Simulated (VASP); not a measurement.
# Al2Cu (Immm) in VASP: single point with PBE

Aim: the single point of Al2Cu with PBE.

All numbers are computed with VASP 6.6.1; they aren't measurements. Logs are shortened: lines on timing, memory, paths and dates and some standing lists are left out, and cuts for length are marked.

**1. The cell of the first run**

The structure is orthorhombic, space group Immm (No. 71). Conventional cell: a = 3.987 Å, b = 4.089 Å, c = 5.782 Å, α = 90.00°, β = 90.00°, γ = 90.00°. Al (site symmetry mm2) has 4 Cu at 2.46 to 2.50 Å and 6 Al at 2.86 to 2.89 Å within 3.3 Å. Within 3.3 Å of Cu (site symmetry mmm) lie 8 Al at 2.46 to 2.50 Å.

**2. Single point, PBE (strain -0.0250 x Voigt [0, 1, 0, 0, 0, 0])**

Input file INCAR:

```
SYSTEM = Al2Cu
PREC = Accurate
ENCUT = 520
EDIFF = 1E-6
ISMEAR = 0
SIGMA = 0.15
LREAL = .False.
LASPH = .True.
NELM = 80
ALGO = Fast
ISIF = 2
LWAVE = .False.
LCHARG = .False.
GGA = PE
NBANDS = 16
```

Input file KPOINTS:

```
regular mesh
0
Gamma
  16 16 16
  0 0 0
```

Input file POSCAR:

```
Al2Cu
1.0
   -2.0446280232      1.9935123226      2.8912313231
    2.0446280232     -1.9935123226      2.8912313231
    2.0446280232      1.9935123226     -2.8912313231
Al Cu
2 1
Direct
    0.7500000000      0.2500000000      0.5000000000
    0.2500000000      0.7500000000      0.5000000000
    0.5000000000      0.5000000000      0.0000000000
```

Potentials or basis: VASP PAW PBE potentials, release 64 (Al, Cu).

Run with:

```sh
cat potpaw_PBE.64/Al/POTCAR potpaw_PBE.64/Cu/POTCAR > POTCAR
mpirun -np 1 vasp_std > vasp.out
```

OUTCAR:

```text
SYSTEM = Al2Cu
   PREC = Accurate
   ENCUT = 520
   EDIFF = 1E-6
   ISMEAR = 0
   LREAL = .False.
   LASPH = .True.
   NELM = 80
   ISIF = 2
   GGA = PE

 ion  position               nearest neighbor table
   1  0.750  0.250  0.500-   3 2.46   3 2.46   3 2.50   3 2.50   2 2.86   2 2.86   2 2.86   2 2.86
                             2 2.89   2 2.89
   2  0.250  0.750  0.500-   3 2.46   3 2.46   3 2.50   3 2.50   1 2.86   1 2.86   1 2.86   1 2.86
                             1 2.89   1 2.89
   3  0.500  0.500  0.000-   2 2.46   1 2.46   2 2.46   1 2.46   1 2.50   1 2.50   2 2.50   2 2.50

  LATTYP: Found a body centered orthorhombic cell.
 ALAT       =     3.9870246452
 B/A-ratio  =     1.0256410257
 C/A-ratio  =     1.4503202666

  Lattice vectors:

 A1 = (   2.0446280232,   1.9935123226,   2.8912313231)
 A2 = (  -2.0446280232,  -1.9935123226,   2.8912313231)
 A3 = (   2.0446280232,  -1.9935123226,  -2.8912313231)

Analysis of symmetry for initial positions (statically):
=====================================================================
 Subroutine PRICEL returns:
 Original cell was already a primitive cell.

 Routine SETGRP: Setting up the symmetry group for a
 body centered orthorhombic supercell.

 Subroutine GETGRP returns: Found  8 space group operations
 (whereof  8 operations were pure point group operations)
 out of a pool of  8 trial point group operations.

The static configuration has the point symmetry D_2h.

Analysis of symmetry for dynamics (positions and initial velocities):
=====================================================================
 Subroutine PRICEL returns:
 Original cell was already a primitive cell.

 Routine SETGRP: Setting up the symmetry group for a
 body centered orthorhombic supercell.

 Subroutine GETGRP returns: Found  8 space group operations
 (whereof  8 operations were pure point group operations)
 out of a pool of  8 trial point group operations.

The dynamic configuration has the point symmetry D_2h.

 Subroutine INISYM returns: Found  8 space group operations
 (whereof  8 operations are pure point group operations),
 and found     1 'primitive' translations

----------------------------------------------------------------------------------------

                                     Primitive cell

  volume of cell :      47.1385

  direct lattice vectors                    reciprocal lattice vectors
    -2.044628023  1.993512323  2.891231323     0.000000000  0.250813599  0.172936699
     2.044628023 -1.993512323  2.891231323     0.244543259  0.000000000  0.172936699
     2.044628023  1.993512323 -2.891231323     0.244543259  0.250813599  0.000000000

  length of vectors
     4.063719195  4.063719195  4.063719195     0.304654826  0.299513785  0.350298254

  position of ions in fractional coordinates (direct lattice)
     0.750000000  0.250000000  0.500000000
     0.250000000  0.750000000  0.500000000
     0.500000000  0.500000000  0.000000000

  ion indices of the primitive-cell ions
   primitive index   ion index
                 1           1
                 2           2
                 3           3

----------------------------------------------------------------------------------------

 KPOINTS: regular mesh

Automatic generation of k-mesh.
 Grid dimensions read from file:
 generate k-points for:   16   16   16

 Generating k-lattice:

  Cartesian coordinates                     Fractional coordinates (reciprocal lattice)
     0.000000000  0.015675850  0.010808544     0.062500000  0.000000000 -0.000000000
     0.015283954  0.000000000  0.010808544     0.000000000  0.062500000 -0.000000000
     0.015283954  0.015675850  0.000000000     0.000000000  0.000000000  0.062500000

  Length of vectors
     0.019040927  0.018719612  0.021893641

  Shift w.r.t. Gamma in fractional coordinates (k-lattice)
     0.000000000  0.000000000  0.000000000

 Subroutine IBZKPT returns following result:
 ===========================================

 Found    621 irreducible k-points:

 Following reciprocal coordinates:
            Coordinates               Weight
  0.000000  0.000000  0.000000      1.000000
  0.062500  0.000000  0.000000      4.000000
  0.125000  0.000000  0.000000      4.000000
  0.187500  0.000000 -0.000000      4.000000
  0.250000  0.000000  0.000000      4.000000
  0.312500  0.000000 -0.000000      4.000000
[... 16 lines left out ...]
 -0.187500  0.062500  0.000000      8.000000
 -0.125000  0.062500  0.000000      8.000000
 [... further k-points ...]
   k-points           NKPTS =    621   k-points in BZ     NKDIM =    621   number of bands    NBANDS=     16
   number of dos      NEDOS =    301   number of ions     NIONS =      3
   total plane-waves  NPLWV =  27000
   dimension x,y,z NGX =    30 NGY =   30 NGZ =   30
   dimension x,y,z NGXF=    60 NGYF=   60 NGZF=   60
   ions per type =               2   1
   NGX,Y,Z   is equivalent  to a cutoff of  12.27, 12.27, 12.27 a.u.
   NGXF,Y,Z  is equivalent  to a cutoff of  24.55, 24.55, 24.55 a.u.
 SYSTEM =  Al2Cu
   PREC   = accura    normal or accurate (medium, high low for compatibility)
   ISTART =      0    job   : 0-new  1-cont  2-samecut
   ICHARG =      2    charge: 1-file 2-atom 10-const
   ISPIN  =      1    spin polarized calculation?
   LNONCOLLINEAR =      F non collinear calculations
   LSORBIT =      F    spin-orbit coupling
   LASPH  =      T    aspherical Exc in radial PAW
   ENCUT  =  520.0 eV  38.22 Ry    6.18 a.u.   7.56  7.56  7.56*2*pi/ulx,y,z
   NELM   =     80;   NELMIN=  2; NELMDL= -5     # of ELM steps
   EDIFF  = 0.1E-05   stopping-criterion for ELM
   LREAL  =      F    real-space projection
   EDIFFG = 0.1E-04   stopping-criterion for IOM
   NSW    =      0    number of steps for IOM
   IBRION =     -1    ionic relax: 0-MD 1-quasi-New 2-CG
   NFREE  =      0    steps in history (QN), initial steepest desc. (CG)
   ISIF   =      2    stress and relaxation
   ISYM   =      2    0-nonsym 1-usesym 2-fastsym
   POTIM  = 0.5000    time-step for ionic-motion
   TEBEG  =    0.0;   TEEND  =   0.0 temperature during run
   PSTRESS=    0.0 pullay stress
   NELECT =      17.0000    total number of electrons
   NUPDOWN=      -1.0000    fix difference up-down
   EMIN   =  10.00;   EMAX   =-10.00  energy-range for DOS
   EFERMI =   0.00;   METHOD = LEGACY
   ISMEAR =     0;   SIGMA  =   0.15  broadening in eV -4-tet -1-fermi 0-gaus
   EFERMI_NEDOS =   21; number of points for ismear=-14 and -15
   IALGO  =     68    algorithm
   IMIX   =      4    mixing-type and parameters
     AMIX     =   0.40;   BMIX     =  1.00
     AMIX_MAG =   1.60;   BMIX_MAG =  1.00
  volume/ion in A,a.u.               =      15.71       106.04
  Fermi-wavevector in a.u.,A,eV,Ry     =   1.165286  2.202071 18.475228  1.357891
  Thomas-Fermi vector in A             =   2.301813
   LORBIT       =      0    0 simple, 1 ext, 2 COOP (PROOUT), +10 PAW based schemes
   GGA     = PE    functional components
   LHFCALC =     F    Hartree Fock is set to
   AEXX    =    0.0000 exact exchange contribution
   IVDW    =     0    specifies the selected vdW correction
   LEPSILON=     F    determine dielectric tensor
   LRPA    =     F    only Hartree local field effects (RPA)
 non-spin polarized calculation
 RMM-DIIS sequential band-by-band and
 Gauss-broadening in eV      SIGMA  =   0.15
  energy-cutoff  :      520.00
  volume of cell :       47.14
 maximum number of plane-waves:      1295
   NGX = 15   NGY = 15   NGZ = 15

 number of electron      16.9999999 magnetization

 Free energy of the ion-electron system (eV)
  ---------------------------------------------------
  ext. energy  EPLUGINS =         0.00000000
  ---------------------------------------------------
  free energy    TOTEN  =       -11.73215888 eV

  energy without entropy =      -11.72300250  energy(sigma->0) =      -11.72758069

 E-fermi :   7.1520     XC(G=0): -10.5108

 val. band max:        7.1484603938   @ k =  -0.3125   0.1875   0.0625
 cond. band min:       7.1539829183   @ k =   0.1250   0.0625   0.0625
 fundamental gap:      0.0055225245
 Fermi energy:         7.1520064518

 k-point     1 :       0.0000    0.0000    0.0000
  band No.  band energies     occupation
      1      -3.1251      2.00000
      2       2.5498      2.00000
      3       2.5516      2.00000
      4       2.5619      2.00000
      5       3.1062      2.00000
      6       3.1279      2.00000
[... 8 lines left out ...]
     15      14.2714      0.00000
     16      14.3443      0.00000

 k-point     2 :       0.0625    0.0000    0.0000
  band No.  band energies     occupation
      1      -3.0714      2.00000
      2       2.5352      2.00000
      3       2.5605      2.00000
      4       2.5683      2.00000
      5       3.1037      2.00000
      6       3.1250      2.00000
[... 8 lines left out ...]
     15      13.6028      0.00000
     16      14.0189      0.00000

 k-point     3 :       0.1250    0.0000    0.0000
  band No.  band energies     occupation
      1      -2.9105      2.00000
      2       2.4837      2.00000
      3       2.5854      2.00000
      4       2.5929      2.00000
      5       3.0979      2.00000
      6       3.1179      2.00000
[... 8 lines left out ...]
     15      13.0720      0.00000
     16      13.7148      0.00000

 k-point     4 :       0.1875    0.0000   -0.0000
  band No.  band energies     occupation
      1      -2.6440      2.00000
      2       2.3944      2.00000
      3       2.6203      2.00000
      4       2.6282      2.00000
      5       3.0938      2.00000
      6       3.1116      2.00000
[... 8 lines left out ...]
     15      13.1337      0.00000
     16      14.1420      0.00000

 k-point     5 :       0.2500    0.0000    0.0000
  band No.  band energies     occupation
      1      -2.2750      2.00000
      2       2.2541      2.00000
      3       2.6561      2.00000
      4       2.6642      2.00000
      5       3.0981      2.00000
      6       3.1128      2.00000
[... 8 lines left out ...]
     15      13.5454      0.00000
     16      15.0402      0.00000

 k-point     6 :       0.3125    0.0000   -0.0000
  band No.  band energies     occupation
      1      -1.8090      2.00000
      2       2.0211      2.00000
      3       2.6837      2.00000
      4       2.6913      2.00000
      5       3.1155      2.00000
      6       3.1264      2.00000
[... 8 lines left out ...]
     15      14.4373      0.00000
     16      16.0021      0.00000
[... 267 lines left out ...]
 k-point    21 :      -0.3125    0.0625    0.0000
  band No.  band energies     occupation
      1      -1.9234      2.00000
      2       2.1095      2.00000
      3       2.6802      2.00000
      4       2.6924      2.00000
      5       3.0808      2.00000
      6       3.1429      2.00000
[... 8 lines left out ...]
     15      14.7060      0.00000
     16      16.1100      0.00000

 k-point    22 :      -0.2500    0.0625    0.0000
  band No.  band energies     occupation
      1      -2.3588      2.00000
      2       2.2978      2.00000
      3       2.6499      2.00000
      4       2.6632      2.00000
      5       3.0712      2.00000
      6       3.1295      2.00000
[... 8 lines left out ...]
     15      13.8650      0.00000
     16      15.1413      0.00000

 k-point    23 :      -0.1875    0.0625    0.0000
  band No.  band energies     occupation
      1      -2.6951      2.00000
      2       2.4148      2.00000
      3       2.6138      2.00000
      4       2.6266      2.00000
      5       3.0782      2.00000
      6       3.1242      2.00000
[... 8 lines left out ...]
     15      13.5444      0.00000
     16      14.2556      0.00000

 k-point    24 :      -0.1250    0.0625    0.0000
  band No.  band energies     occupation
      1      -2.9277      2.00000
      2       2.4891      2.00000
      3       2.5814      2.00000
      4       2.5935      2.00000
      5       3.0925      2.00000
      6       3.1235      2.00000
[... 8 lines left out ...]
     15      13.6022      0.00000
     16      14.1013      0.00000

 [... further k-points ...]

------------------------ aborting loop because EDIFF is reached ----------------------------------------

  FORCE on cell =-STRESS in cart. coord.  units (eV):
  Direction    XX          YY          ZZ          XY          YZ          ZX
  --------------------------------------------------------------------------------------
  -------------------------------------------------------------------------------------
  Total        0.2888202      1.5768624      0.5912382     -0.0000000      0.0000000      0.0000000
  in kB        9.8166223     53.5954996     20.0954170     -0.0000000      0.0000000      0.0000000
  external PRESSURE =      27.8358463 kB  Pullay stress =       0.0000000 kB

 VOLUME and BASIS-vectors are now :
 -----------------------------------------------------------------------------
  energy-cutoff  :      520.00
  volume of cell :       47.14
      direct lattice vectors                 reciprocal lattice vectors
    -2.044628023  1.993512323  2.891231323     0.000000000  0.250813599  0.172936699
     2.044628023 -1.993512323  2.891231323     0.244543259  0.000000000  0.172936699
     2.044628023  1.993512323 -2.891231323     0.244543259  0.250813599  0.000000000

 POSITION                                       TOTAL-FORCE (eV/Angst)
 -----------------------------------------------------------------------------------
     -0.00000      1.99351      1.44562        -0.000000      0.000000     -0.137622
      2.04463      0.00000      1.44562         0.000000     -0.000000      0.137622
      0.00000      0.00000      2.89123        -0.000000     -0.000000      0.000000
 -----------------------------------------------------------------------------------
    total drift:                                0.000000     -0.000000      0.000000

  FREE ENERGIE OF THE ION-ELECTRON SYSTEM (eV)
  ---------------------------------------------------
  free  energy   TOTEN  =       -11.7321588784 eV

  energy  without entropy=      -11.7230025006  energy(sigma->0) =      -11.72758069
```

Run time: 9.4 min. Hardware: 1 thread of AMD EPYC 7R13 (Zen 3), shared host; peak memory 0.51 GiB.

Results:

```
Free energy            : -11.7322 eV
Pressure               : 2.8 GPa
Largest force          : 0.138 eV/Å
Band gap on the k mesh : zero (an odd number of electrons rules out a gap without spin polarisation)
```

Forces on the atoms (eV/Å):
```
Al   0.000  0.000 -0.138
Al   0.000  0.000  0.138
Cu   0.000  0.000  0.000
```

Caveat: the cell differs from its parent crystal (strain -0.0250 x Voigt [0, 1, 0, 0, 0, 0]).
